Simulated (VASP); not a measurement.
**CuI (v.bB): single point with PBEsol**

Crystal: CuI (v.bB).

```xyz
2
Lattice="0.0000 3.0000 3.0000 3.0000 0.0000 3.0000 3.0000 3.0000 0.0000" Properties=species:S:1:pos:R:3 pbc="T T T"
Cu    0.0000    0.0000    0.0000
I     1.5000    1.5000    1.5000
```

| Item | Value |
| --- | --- |
| Program | VASP 6.6.1 |
| Task | single point |
| Functional | PBEsol |
| Potentials or basis | VASP PAW PBE potentials, release 64 (Cu, I) |
| Cutoff | 600 eV |
| k mesh | 6 × 6 × 6 |
| Occupations | gaussian, width 0.1 eV |
| Spin | no spin polarisation |

```yaml
Pressure: -0.9 GPa
Band_gap_on_the_k_mesh: 1.11 eV, direct
```

Levels at points of the mesh, in eV from the valence-band top:
```csv
k point,band 7,band 8,band 9,band 10,band 11,band 12
"(0.00, 0.00, 0.00)",0.00,0.00,0.00,1.11,4.79,4.79
"(0.50, 0.00, 0.00)",-1.93,-0.77,-0.77,2.11,5.34,5.34
"(0.50, 0.50, 0.00)",-1.92,-1.63,-1.63,2.54,2.83,9.29
```

It took 24 s on 1 thread of AMD EPYC 7R43 64-Core Processor (Zen 3) (shared host), peak memory 0.17 GiB.

Caveat: the PAW data sets were made with another functional, which shifts forces and pressure a little; spin-orbit coupling is left out, which moves the levels of the heavy elements. As with any semilocal functional, this PBEsol gap is likely too small.
